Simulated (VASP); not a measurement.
The system is Mo.

```
CELL_PARAMETERS angstrom
2.56293 0.00000 0.00000
0.00000 2.56293 0.00000
0.00000 0.00000 2.56293
ATOMIC_POSITIONS crystal
Mo 0.00000 0.00000 0.00000
```

```yaml
Program: VASP 6.6.1
Task: relaxation of cell and atoms
Functional: RPBE
Potentials_or_basis: VASP PAW PBE potentials, release 64 (Mo_sv)
Cutoff: 600 eV
k_mesh: 12 × 12 × 12
Occupations: fermi-dirac, width 0.1 eV
Spin: no spin polarisation
```

At the start: pressure 13.6 GPa; volume 16.83 Å³/atom.

Task: How do energy, volume and symmetry change on relaxing?

Result: Over 4 steps the energy falls by 45.3 meV/atom and the volume is 17.97 Å³/atom (+6.7 %); space group Pm-3m (No. 221, to 0.05 Å).

Step by step:
```
step  energy change (eV)  largest force (eV/Å)  pressure (GPa)  volume (Å³)
   1              0.0000                0.0000           13.55        16.83
   2              0.1214                0.0000          -18.35        20.55
   3             -0.0452                0.0000           -0.51        18.02
   4             -0.0453                0.0000           -0.04        17.97
```

Final structure:
```cif
data_structure
_symmetry_space_group_name_H-M 'P 1'
_symmetry_Int_Tables_number 1
_cell_length_a 2.6193
_cell_length_b 2.6193
_cell_length_c 2.6193
_cell_angle_alpha 90.000
_cell_angle_beta 90.000
_cell_angle_gamma 90.000
_cell_volume 17.97
loop_
_atom_site_label
_atom_site_type_symbol
_atom_site_fract_x
_atom_site_fract_y
_atom_site_fract_z
_atom_site_occupancy
Mo1 Mo 0.00000 0.00000 0.00000 1
```

Caveat: the PAW data sets were made with another functional, which shifts forces and pressure a little.
